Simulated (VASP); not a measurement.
Set up this calculation in VASP 6.6.1, as the native input.

```yaml
Task: single point
Functional: LDA
Potentials_or_basis: VASP PAW LDA potentials, release 64 (Ag)
Cutoff: 520 eV
k_mesh: 14 × 14 × 8
Occupations: fermi-dirac, width 0.05 eV
Spin: no spin polarisation
Dipole_correction: no
Further_INCAR_settings: ALGO = Normal; EDIFF = 1e-06; NBANDS = 18
```

The structure of Ag lies in POSCAR:

```
Ag
1.0
    2.9299980804      0.0000000000      0.0000000000
   -1.4649990402      2.5374527707      0.0000000000
    0.0000000000      0.0000000000      4.7900000000
Ag
2
Direct
    0.3333333333      0.6666666667      0.2500000000
    0.6666666667      0.3333333333      0.7500000000
```

This isn't the form of Ag at room conditions, which is fcc.

One way to write it, as run:

INCAR

```
PREC     = Accurate       # precision mode
ENCUT    = 520            # plane-wave cutoff, eV
EDIFF    = 1E-6           # SCF threshold, eV
ISMEAR   = -1             # smearing method
SIGMA    = 0.05           # smearing width, eV
LREAL    = F              # projectors in reciprocal space
LASPH    = T              # aspherical terms in the spheres
NELM     = 60             # most SCF steps
ALGO     = Normal         # electronic algorithm
ISIF     = 2              # what is computed and relaxed
LWAVE    = F              # write WAVECAR
LCHARG   = F              # write CHGCAR
NBANDS   = 18             # bands
```

KPOINTS

```
regular mesh
0
Gamma
  14 14 8
```

Potentials or basis: VASP PAW LDA potentials, release 64 (Ag).

Command:

```console
$ cat potpaw_LDA.64/Ag/POTCAR > POTCAR
$ mpirun -np 1 vasp_std > vasp.out
```

It gave:

```
Pressure               : -10.4 GPa
Band gap on the k mesh : zero (bands 11 and 12 overlap by 6.87 eV)
```

Caveat: the cell stands under tension.

Run time: 66 s on 1 thread of Intel Xeon 8259CL (shared host), peak memory 0.18 GiB.
